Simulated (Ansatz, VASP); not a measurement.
This is a calculation of HfB for Ansatz 0.2.0.

input.yaml

```yaml
crystal:
  lattice:
    - [0.0, 2.31, 2.31]
    - [2.31, 0.0, 2.31]
    - [2.31, 2.31, 0.0]
  atoms:
    - { symbol: Hf, position: [0.5, 0.5, 0.5] }
    - { symbol: B, position: [0.0, 0.0, 0.0] }
hamiltonian:
  xc: blyp
  pseudopotentials: { kind: paw }
  dispersion: d4
kpoints:
  mp_grid: { grid: [10, 10, 10] }
scf:
  occupations: { method: fermi_dirac, width: 0.05 }
output:
  forces: true
  stress: true
  eigenvalues: true
relax:
  f_tol: 0.01
  max_steps: 40
  cell: { stress_tol: 0.05 }
```

Potentials or basis: Ansatz PAW.

Launch:

```console
$ ansatz run input.yaml --threads 2 --pin off --max-ram 5632MiB --backend cpu --events-out ev --progress --plain --runs-dir out
```

Task: Translate it to VASP 6.6.1. Potentials there: VASP PAW PBE potentials, release 64 (Hf_pv, B).

Result: As run (the cutoff follows the program's own potentials):

INCAR

```
PREC = Accurate
ENCUT = 600
EDIFF = 1E-6
ISMEAR = -1
SIGMA = 0.05
LREAL = F
LASPH = T
NELM = 100
ALGO = Normal
ISIF = 3
LWAVE = F
LCHARG = F
GGA = B5
ALDAX = 1.0
AGGAX = 1.0
AGGAC = 1.0
ALDAC = 0.0
IVDW = 13
VDW_S6 = 1.0
VDW_S8 = 2.34076671
VDW_A1 = 0.44488865
VDW_A2 = 4.0933009
IBRION = 2
NSW = 40
EDIFFG = -0.01
```

KPOINTS

```
regular mesh
0
Gamma
  10 10 10
```

Contents of POSCAR:

```
HfB
1.0
    0.0000000000      2.3100000000      2.3100000000
    2.3100000000      0.0000000000      2.3100000000
    2.3100000000      2.3100000000      0.0000000000
Hf B
1 1
Direct
    0.5000000000      0.5000000000      0.5000000000
    0.0000000000      0.0000000000      0.0000000000
```

Potentials or basis: VASP PAW PBE potentials, release 64 (Hf_pv, B).

Command:

```console
$ cat potpaw_PBE.64/Hf_pv/POTCAR potpaw_PBE.64/B/POTCAR > POTCAR
$ mpirun -np 1 vasp_std > vasp.out
```

Both were run:

|  | VASP | Ansatz | Ansatz less VASP |
| --- | --- | --- | --- |
| gap on the k mesh at the Fermi level, each at its own relaxed structure (eV) | none | none | - |
| relaxed volume (Å³/atom) | 14.06 | 14.00 | -0.064 |
| relaxed cell length with the largest relative difference (Å) | 3.413 | 3.408 | -0.0052 |

VASP's potentials were made for PBE, not for BLYP. A gap of «none» marks a metal or a gap that the smearing closes. VASP's potentials hold 13 valence electrons a cell and Ansatz's 29, so a difference there can come from the potentials and not from the codes.

Spin-orbit coupling is off throughout. Noted on Ansatz's run: the plane-wave basis is chosen anew once the cell has moved, so the energies of steps on either side of that aren't comparable.
